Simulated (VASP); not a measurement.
Write the native input for VASP 6.6.1 that does the following.

```
Task                   : single point
Functional             : PBE
Potentials or basis    : VASP PAW PBE potentials, release 64 (Ba_sv, Ti_sv, O)
Cutoff                 : 520 eV
k mesh                 : 6 × 6 × 6
Occupations            : gaussian, width 0.05 eV
Spin                   : no spin polarisation
Dipole correction      : no
Further INCAR settings : ALGO = Normal; EDIFF = 1e-06; NBANDS = 28
```

The structure of BaTiO3 lies in POSCAR:

```
BaTiO3
1.0
    2.8630706910      1.6529946342      2.3563003940
   -2.8630706910      1.6529946342      2.3563003940
    0.0000000000     -3.3059892684      2.3563003940
Ba Ti O
1 1 3
Direct
   -0.0021187146     -0.0021187146     -0.0021187146
    0.5191875227      0.5191875227      0.5191875227
    0.4883938465      0.4883938465      0.9777702638
    0.4883938465      0.9777702638      0.4883938465
    0.9777702638      0.4883938465      0.4883938465
```

This cell differs from its parent crystal: all Ba atoms moved +0.050 Å, as atom 1 towards its neighbour atom 2 (Ti) at 3.434 Å.

The input as run:

INCAR

```
ALGO = Normal ; EDIFF = 1E-6
ENCUT = 520 ; GGA = PE
ISIF = 2 ; ISMEAR = 0
LASPH = True ; LCHARG = False
LREAL = False ; LWAVE = False
NBANDS = 28 ; NELM = 100
PREC = Accurate ; SIGMA = 0.05
```

KPOINTS

```
k-points
0
Gamma
  6 6 6
```

Potentials or basis: VASP PAW PBE potentials, release 64 (Ba_sv, Ti_sv, O).

Launch:

```sh
$ cat potpaw_PBE.64/Ba_sv/POTCAR potpaw_PBE.64/Ti_sv/POTCAR potpaw_PBE.64/O/POTCAR > POTCAR
$ mpirun -np 1 vasp_std > vasp.out
```

Results of the run:

The pressure is 1.5 GPa, the largest force is 0.251 eV/Å and the band gap on the k mesh is 2.58 eV, indirect (least direct gap 3.11 eV).

Caveat: the cell differs from its parent crystal (all Ba atoms moved +0.050 Å, as atom 1 towards its neighbour atom 2 (Ti) at 3.434 Å); spin-orbit coupling is left out, which moves the levels of the heavy elements.

Run time: 78 s on 1 thread of Intel(R) Xeon(R) Platinum 8488C (Sapphire Rapids) (shared host), peak memory 0.21 GiB.
